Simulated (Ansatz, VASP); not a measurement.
**Si2Ru2N in VASP and in Ansatz**

File INCAR:

```
SYSTEM = Si2Ru2N
  PREC = Accurate
  ENCUT = 520
  EDIFF = 1E-6
  ISMEAR = 0
  SIGMA = 0.1
  LREAL = .FALSE.
  LASPH = .TRUE.
  NELM = 150
  ALGO = Normal
  ISIF = 2
  LWAVE = .FALSE.
  LCHARG = .TRUE.
  ISPIN = 2
  MAGMOM = 0 0 1 1 0
  LORBIT = 11
  LMAXMIX = 4
  GGA = PE
  LELF = .TRUE.
  LVHAR = .TRUE.
  NBANDS = 32
```

File KPOINTS:

```
Automatic mesh
0
G
  6 6 4
  0 0 0
```

The input POSCAR:

```
Si2Ru2N
1.0
    3.2315941900      0.0000000000      0.0000000000
    0.0000000000      3.2315941900      0.0000000000
    0.0000000000      0.0000000000      7.4529001300
Si Ru N
2 2 1
Direct
    0.0000000000      0.0000000000      0.2265089900
    0.0000000000      0.0000000000      0.7734910100
    0.5000000000      0.5000000000      0.1625604100
    0.5000000000      0.5000000000      0.8374395900
    0.0000000000      0.0000000000      0.0000000000
```

Input for Ansatz:

```yaml
crystal:
  lattice:
    - [3.23159419, 0.0, 0.0]
    - [0.0, 3.23159419, 0.0]
    - [0.0, 0.0, 7.45290013]
  atoms:
    - { symbol: Si, position: [0.0, 0.0, 0.22650899] }
    - { symbol: Si, position: [0.0, 0.0, 0.77349101] }
    - { symbol: Ru, position: [0.5, 0.5, 0.16256041], spin: 1.0 }
    - { symbol: Ru, position: [0.5, 0.5, 0.83743959], spin: 1.0 }
    - { symbol: "N", position: [0.0, 0.0, 0.0] }
basis:
  ecutwfc: 420
kpoints:
  mp_grid: { grid: [6, 6, 4] }
hamiltonian:
  xc: pbe
scf:
  occupations: { method: gaussian, width: 0.1 }
  lower_state_search: "off"
output:
  forces: true
  stress: true
  eigenvalues: true
  populations: true
magnetization:
  spin_polarized: true
```

Alike in both runs: task single point; functional PBE; k mesh 6 × 6 × 4; occupations gaussian, width 0.1 eV; collinear spin.

|  | VASP | Ansatz |
| --- | --- | --- |
| version | VASP 6.6.1 | Ansatz 0.2.0 |
| potentials or method | VASP PAW PBE potentials, release 64 (Si, Ru_pv, N), cutoff 520 eV | scalar-relativistic, plane waves, PAW |
| valence electrons in the cell | 41 | 45 |

|  | VASP | Ansatz | Ansatz less VASP |
| --- | --- | --- | --- |
| gap on the k mesh at the Fermi level (eV) | none | none | - |
| pressure (GPa) | 20.2 | 20.1 | -0.09 |
| traceless stress, the component that is largest in VASP (GPa) | 3.06 | 3.09 | +0.030 |
| rms of the force components (eV/Å) | 1.042 | 1.036 | -0.0061 |
| net moment per atom (μB) | 0.00 | 0.00 | 0.000 |

Atom by atom the forces differ by 0.010 eV/Å (rms over components). A gap of «none» marks a metal or a gap that the smearing closes. With one functional, cell and mesh, what is left measures potentials, basis and numerics. VASP's potentials hold 41 valence electrons a cell and Ansatz's 45, so a difference there can come from the potentials and not from the codes. Ansatz's warnings: seeded moment not kept.
